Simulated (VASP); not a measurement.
Runs of VASP 6.6.1 on YbH3. It takes space group Fm-3m (No. 225, cubic). Conventional cell: a = 5.210 Å, b = 5.210 Å, c = 5.210 Å, α = 90.00°, β = 90.00°, γ = 90.00°. Within 3.0 Å of Yb (site symmetry m-3m) lie 14 H at 2.26 to 2.60 Å. Within 3.0 Å of H (site symmetry m-3m) lie 8 H at 2.26 Å and 6 Yb at 2.60 Å. Within 3.0 Å of H (site symmetry -43m) lie 4 Yb at 2.26 Å and 10 H at 2.26 to 2.60 Å. 

```csv
spin,fixed moment (μB),pressure (GPa),moment (μB)
"collinear, zero start",0.0,(a),0.00
"collinear, ferromagnetic start",2.0,-3.6,2.00
"collinear, ferromagnetic start",0.2,-5.4,0.20
"collinear, ferromagnetic start",0.8,-5.2,0.80
"collinear, ferromagnetic start",0.5,-5.4,0.50
```

Alike in all rows: task single point; level PBE; potentials or basis VASP PAW PBE potentials, release 64 (Yb, H); cell as given; k mesh 7 × 7 × 7; cutoff (eV) 520; smearing fermi-dirac 0.05 eV.

**Question.** Fill in the values left out.

**Answer.** (a) -5.8.

Caveats: the cell stands under tension; the total moment is fixed, so each spin has its own Fermi level.
